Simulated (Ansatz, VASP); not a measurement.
Sn in VASP and in Ansatz

```
CELL_PARAMETERS angstrom
-2.91964 2.91964 1.59380
2.91964 -2.91964 1.59380
2.91964 2.91964 -1.59380
ATOMIC_POSITIONS crystal
Sn 0.00000 0.00000 0.00000
Sn 0.75000 0.25000 0.50000
```

Alike in both runs: task single point; functional PBE; k mesh 6 × 6 × 6; occupations gaussian, width 0.1 eV; no spin polarisation.

|  | VASP | Ansatz |
| --- | --- | --- |
| version | VASP 6.6.1 | Ansatz 0.2.0 |
| potentials or method | VASP PAW PBE potentials, release 64 (Sn_d) | scalar-relativistic, plane waves |
| plane-wave cutoff (eV) | 520 | 980 |
| valence electrons in the cell | 28 | 28 |

Ansatz gave:

- gap on the k mesh at the Fermi level (eV): none
- pressure (GPa): 2.4
- traceless stress, the component that is largest in VASP (GPa): -1.38

Question: Which values does VASP return?

Answer: gap on the k mesh at the Fermi level (eV): none; pressure (GPa): 2.3; traceless stress, the component that is largest in VASP (GPa): -1.36.

A gap of «none» marks a metal or a gap that the smearing closes. The functional is the same, so the differences come from potentials, cutoffs and numerics.

The k mesh is coarse, so the values compare programs but aren't converged.
